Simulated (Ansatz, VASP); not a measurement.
**Two plane-wave programs on RbBr**

```
CELL_PARAMETERS angstrom
0.00000 3.45595 3.45595
3.45595 0.00000 3.45595
3.45595 3.45595 0.00000
ATOMIC_POSITIONS crystal
Rb 0.00000 0.00000 0.00000
Br 0.50000 0.50000 0.50000
```

Alike in both runs: task relaxation of cell and atoms; functional PBE; dispersion D3(BJ); k mesh 6 × 6 × 6; occupations gaussian, width 0.02 eV; no spin polarisation.

|  | VASP | Ansatz |
| --- | --- | --- |
| version | VASP 6.6.1 | Ansatz 0.2.0 |
| potentials or method | VASP PAW PBE potentials, release 64 (Rb_sv, Br), cutoff 500 eV | scalar-relativistic, plane waves, PAW |
| valence electrons in the cell | 16 | 16 |

|  | VASP | Ansatz | Ansatz less VASP |
| --- | --- | --- | --- |
| gap on the k mesh at the Fermi level, each at its own relaxed structure (eV) | 4.32 | 4.33 | +0.007 |
| relaxed volume (Å³/atom) | 40.89 | 40.80 | -0.084 |
| relaxed cell length with the largest relative difference (Å) | 4.872 | 4.869 | -0.0033 |
